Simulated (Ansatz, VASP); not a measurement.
**Two plane-wave programs on CoSi2**

File INCAR:

```
SYSTEM = CoSi2
ALGO     = Normal         ! electronic algorithm
EDIFF    = 1E-6           ! SCF threshold, eV
ENCUT    = 520            ! plane-wave cutoff, eV
GGA      = PS             ! functional
ISIF     = 2              ! what is computed and relaxed
ISMEAR   = 0              ! smearing method
LASPH    = .TRUE.         ! aspherical terms in the spheres
LCHARG   = .FALSE.        ! write CHGCAR
LREAL    = .FALSE.        ! projectors in reciprocal space
LWAVE    = .FALSE.        ! write WAVECAR
NBANDS   = 16             ! bands
NELM     = 100            ! most SCF steps
PREC     = Accurate       ! precision mode
SIGMA    = 0.15           ! smearing width, eV
```

File KPOINTS:

```
k-points
0
G
  16 16 16
  0 0 0
```

POSCAR

```
CoSi2
1.0
    0.0000000000      2.7890666584      2.7226603094
    2.7890666584      0.0000000000      2.7226603094
    2.7890666584      2.7890666584      0.0000000000
Co Si
1 2
Direct
    0.0000000000      0.0000000000      0.0000000000
    0.2500000000      0.2500000000      0.2500000000
    0.7500000000      0.7500000000      0.7500000000
```

Input for Ansatz:

```yaml
crystal:
  lattice:
    - [0.0, 2.7890666584, 2.7226603094]
    - [2.7890666584, 0.0, 2.7226603094]
    - [2.7890666584, 2.7890666584, 0.0]
  atoms:
    - { symbol: Co, position: [0.0, 0.0, 0.0] }
    - { symbol: Si, position: [0.25, 0.25, 0.25] }
    - { symbol: Si, position: [0.75, 0.75, 0.75] }
basis:
  ecutwfc: 420
kpoints:
  mp_grid: { grid: [16, 16, 16] }
hamiltonian:
  xc: pbesol
scf:
  occupations: { method: gaussian, width: 0.15 }
output:
  forces: true
  stress: true
  eigenvalues: true
```

Change from the starting cell: strain +0.050 along x and y, +0.025 along z, atoms carried along.

Alike in both runs: task single point; functional PBEsol; k mesh 16 × 16 × 16; occupations gaussian, width 0.15 eV; no spin polarisation.

|  | VASP | Ansatz |
| --- | --- | --- |
| version | VASP 6.6.1 | Ansatz 0.2.0 |
| potentials or method | VASP PAW PBE potentials, release 64 (Co, Si), cutoff 520 eV | scalar-relativistic, plane waves, PAW |
| valence electrons in the cell | 17 | 25 |

```csv
,VASP,Ansatz,Ansatz less VASP
gap on the k mesh at the Fermi level (eV),none,none,-
pressure (GPa),-17.8,-17.8,-0.03
"traceless stress, the component that is largest in VASP (GPa)",1.20,1.19,-0.002
```

VASP's potentials were made for PBE, not for PBEsol. A gap of «none» marks a metal or a gap that the smearing closes. VASP's potentials hold 17 valence electrons a cell and Ansatz's 25, so a difference there can come from the potentials and not from the codes.
